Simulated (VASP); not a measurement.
Here is a VASP 6.6.1 calculation.

Contents of INCAR:

```
SYSTEM = CdIn2O4
PREC     = Accurate       ! precision mode
ENCUT    = 520            ! plane-wave cutoff, eV
EDIFF    = 1E-7           ! SCF threshold, eV
ISMEAR   = 0              ! smearing method
SIGMA    = 0.1            ! smearing width, eV
LREAL    = .FALSE.        ! projectors in reciprocal space
LASPH    = .TRUE.         ! aspherical terms in the spheres
NELM     = 100            ! most SCF steps
ALGO     = Normal         ! electronic algorithm
ISIF     = 2              ! what is computed and relaxed
LWAVE    = .FALSE.        ! write WAVECAR
LCHARG   = .FALSE.        ! write CHGCAR
GGA      = PE             ! functional
NBANDS   = 75             ! bands
```

KPOINTS

```
regular mesh
0
G
  4 4 4
  0 0 0
```

POSCAR

```
CdIn2O4
1.0
    0.0000000000      4.6110186600      4.6110186600
    4.6110186600      0.0000000000      4.6110186600
    4.6110186600      4.6110186600      0.0000000000
Cd In O
2 4 8
Direct
    0.2500000000      0.2500000000      0.2500000000
    0.0000000000      0.0000000000      0.0000000000
    0.1250000000      0.6250000000      0.6250000000
    0.6250000000      0.6250000000      0.6250000000
    0.6250000000      0.1250000000      0.6250000000
    0.6250000000      0.6250000000      0.1250000000
    0.8617458900      0.8617458900      0.8617458900
    0.8352377400      0.3882540800      0.3882540800
    0.3882540800      0.3882540800      0.8352377400
    0.3882540800      0.8352377400      0.3882540800
    0.8617458900      0.8617458900      0.4147622600
    0.8617458900      0.4147622600      0.8617458900
    0.3882540800      0.3882540800      0.3882540800
    0.4147622600      0.8617458900      0.8617458900
```

Potentials or basis: VASP PAW PBE potentials, release 64 (Cd, In_d, O).

The run is started by

```sh
$ cat potpaw_PBE.64/Cd/POTCAR potpaw_PBE.64/In_d/POTCAR potpaw_PBE.64/O/POTCAR > POTCAR
$ mpirun -np 1 vasp_std > vasp.out
```

(1) Predict the pressure.

(2) Predict the largest force.

(3) Estimate the band gap on the k mesh.

## Answers

(1) 5.1 GPa.

(2) 0.170 eV/Å.

(3) 1.03 eV, indirect (least direct gap 1.10 eV).

Caveat: spin-orbit coupling is left out, which moves the levels of the heavy elements.
